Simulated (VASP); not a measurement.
# Pb (Pm-3m) in VASP: notebook, part 2 of 2

VASP 6.6.1. The steps go on from the part before.

## Step 4: Single point, PBE (volume scaled by 0.85)

Contents of INCAR:

```
SYSTEM = Pb
PREC     = Accurate       ! precision mode
ENCUT    = 520            ! plane-wave cutoff, eV
EDIFF    = 1E-7           ! SCF threshold, eV
ISMEAR   = -1             ! smearing method
SIGMA    = 0.05           ! smearing width, eV
LREAL    = .FALSE.        ! projectors in reciprocal space
LASPH    = .TRUE.         ! aspherical terms in the spheres
NELM     = 60             ! most SCF steps
ALGO     = Normal         ! electronic algorithm
ISIF     = 2              ! what is computed and relaxed
LWAVE    = .FALSE.        ! write WAVECAR
LCHARG   = .FALSE.        ! write CHGCAR
GGA      = PE             ! functional
NBANDS   = 13             ! bands
```

Contents of KPOINTS:

```
regular mesh
0
G
  12 12 12
  0 0 0
```

Contents of POSCAR:

```
Pb
1.0
    3.0827713012      0.0000000000      0.0000000000
    0.0000000000      3.0827713012      0.0000000000
    0.0000000000      0.0000000000      3.0827713012
Pb
1
Direct
    0.0000000000      0.0000000000      0.0000000000
```

Potentials or basis: VASP PAW PBE potentials, release 64 (Pb_d).

Command:

```bash
> cat potpaw_PBE.64/Pb_d/POTCAR > POTCAR
> mpirun -np 1 vasp_std > vasp.out
```

OUTCAR:

```text
SYSTEM = Pb
   PREC = Accurate
   ENCUT = 520
   EDIFF = 1E-7
   ISMEAR = -1
   LREAL = .FALSE.
   LASPH = .TRUE.
   NELM = 60
   ISIF = 2
   GGA = PE

 ion  position               nearest neighbor table
   1  0.000  0.000  0.000-

  LATTYP: Found a simple cubic cell.
 ALAT       =     3.0827713012

  Lattice vectors:

 A1 = (   3.0827713012,   0.0000000000,   0.0000000000)
 A2 = (   0.0000000000,   3.0827713012,   0.0000000000)
 A3 = (   0.0000000000,   0.0000000000,   3.0827713012)

Analysis of symmetry for initial positions (statically):
=====================================================================
 Subroutine PRICEL returns:
 Original cell was already a primitive cell.

 Routine SETGRP: Setting up the symmetry group for a
 simple cubic supercell.

 Subroutine GETGRP returns: Found 48 space group operations
 (whereof 48 operations were pure point group operations)
 out of a pool of 48 trial point group operations.

The static configuration has the point symmetry O_h .

Analysis of symmetry for dynamics (positions and initial velocities):
=====================================================================
 Subroutine PRICEL returns:
 Original cell was already a primitive cell.

 Routine SETGRP: Setting up the symmetry group for a
 simple cubic supercell.

 Subroutine GETGRP returns: Found 48 space group operations
 (whereof 48 operations were pure point group operations)
 out of a pool of 48 trial point group operations.

The dynamic configuration has the point symmetry O_h .

 Subroutine INISYM returns: Found 48 space group operations
 (whereof 48 operations are pure point group operations),
 and found     1 'primitive' translations

----------------------------------------------------------------------------------------

                                     Primitive cell

[... 108 lines left out ...]
     AMIX_MAG =   1.60;   BMIX_MAG =  1.00
  volume/ion in A,a.u.               =      29.30       197.71
  Fermi-wavevector in a.u.,A,eV,Ry     =   1.279900  2.418661 22.288319  1.638145
  Thomas-Fermi vector in A             =   2.412359
   LORBIT       =      0    0 simple, 1 ext, 2 COOP (PROOUT), +10 PAW based schemes
   GGA     = PE    functional components
   LHFCALC =     F    Hartree Fock is set to
   AEXX    =    0.0000 exact exchange contribution
   IVDW    =     0    specifies the selected vdW correction
   LEPSILON=     F    determine dielectric tensor
   LRPA    =     F    only Hartree local field effects (RPA)
 non-spin polarized calculation
  energy-cutoff  :      520.00
  volume of cell :       29.30
 maximum number of plane-waves:       840
 NGX is ok and might be reduce to    24
   NGX = 11   NGY = 11   NGZ = 11

 number of electron      14.0000001 magnetization

 Free energy of the ion-electron system (eV)
  ---------------------------------------------------
  ext. energy  EPLUGINS =         0.00000000
  ---------------------------------------------------
  free energy    TOTEN  =        -3.24528344 eV

  energy without entropy =       -3.23833189  energy(sigma->0) =       -3.24180766

 E-fermi :   7.5155     XC(G=0): -10.2456

 val. band max:        7.5126363497   @ k =   0.4167   0.4167   0.3333
 cond. band min:       7.5268653212   @ k =   0.4167   0.3333   0.0833
 fundamental gap:      0.0142289715
 Fermi energy:         7.5155310972

 k-point     1 :       0.0000    0.0000    0.0000
  band No.  band energies     occupation
      1     -10.0450      2.00000
      2     -10.0450      2.00000
      3      -9.1970      2.00000
      4      -9.1970      2.00000
      5      -9.1970      2.00000
      6      -4.6928      2.00000
      7      12.8939      0.00000
      8      12.8939      0.00000
      9      12.8939      0.00000
     10      16.2862      0.00000
     11      17.5337      0.00000
     12      17.5337      0.00000
     13      26.1964      0.00000
[... 354 lines left out ...]
  band No.  band energies     occupation
      1      -9.7756      2.00000
      2      -9.6677      2.00000
      3      -9.3924      2.00000
      4      -9.3469      2.00000
      5      -9.1377      2.00000
      6      -0.4160      2.00000
      7       5.1177      2.00000
      8       7.4060      1.79883
      9      12.9540      0.00000
     10      17.5037      0.00000
     11      19.6814      0.00000
     12      21.2787      0.00000
     13      23.0443      0.00000

 [... further k-points ...]
[... 5 lines left out ...]
  --------------------------------------------------------------------------------------
  -------------------------------------------------------------------------------------
  Total        1.5570979      1.5570979      1.5570979     -0.0000000      0.0000000      0.0000000
  in kB       85.1535176     85.1535176     85.1535176     -0.0000000      0.0000000      0.0000000
  external PRESSURE =      85.1535176 kB  Pullay stress =       0.0000000 kB

 VOLUME and BASIS-vectors are now :
 -----------------------------------------------------------------------------
  energy-cutoff  :      520.00
  volume of cell :       29.30
      direct lattice vectors                 reciprocal lattice vectors
     3.082771301  0.000000000  0.000000000     0.324383453  0.000000000  0.000000000
     0.000000000  3.082771301  0.000000000     0.000000000  0.324383453  0.000000000
     0.000000000  0.000000000  3.082771301     0.000000000  0.000000000  0.324383453

 POSITION                                       TOTAL-FORCE (eV/Angst)
 -----------------------------------------------------------------------------------
      0.00000      0.00000      0.00000         0.000000      0.000000      0.000000
 -----------------------------------------------------------------------------------
    total drift:                                0.000000      0.000000      0.000000

  FREE ENERGIE OF THE ION-ELECTRON SYSTEM (eV)
  ---------------------------------------------------
  free  energy   TOTEN  =        -3.2452834370 eV

  energy  without entropy=       -3.2383318892  energy(sigma->0) =       -3.24180766
```

stdout:

```text
POSCAR found type information on POSCAR Pb
 POSCAR found :  1 types and       1 ions
 scaLAPACK will be used
 LDA part: xc-table for (Slater+PW92), standard interpolation
 POSCAR, INCAR and KPOINTS ok, starting setup
 FFT: planning ... GRIDC
 FFT: planning ... GRID_SOFT
 FFT: planning ... GRID
 WAVECAR not read
 entering main loop
```

Wall time 9.4 s (1 thread of Intel Xeon Platinum 8488C (Sapphire Rapids), shared host); peak memory 0.15 GiB.

What came out:

| Quantity | Value |
| --- | --- |
| Free energy | -3.2453 eV |
| Pressure | 8.5 GPa |
| Band gap on the k mesh | zero (band 7 reaches 12.89 eV, above the bottom of band 8 at 5.28 eV) |

Levels at points of the mesh, in eV from the Fermi level:
```tsv
k point	band 3	band 4	band 5	band 6	band 7	band 8	band 9	band 10	band 11	band 12
(0.00, 0.00, 0.00)	-16.71	-16.71	-16.71	-12.21	5.38	5.38	5.38	8.77	10.02	10.02
(0.50, 0.00, 0.00)	-16.94	-16.94	-16.69	-9.18	-4.73	8.17	8.17	11.08	11.10	13.20
(0.50, 0.50, 0.00)	-16.92	-16.92	-16.45	-6.27	-2.24	-2.24	3.41	11.44	13.33	13.33
(0.50, 0.50, 0.50)	-17.23	-16.44	-16.44	-3.22	0.19	0.19	0.19	6.45	6.67	6.67
```

Caveat: spin-orbit coupling is left out, which moves the levels of the heavy elements.
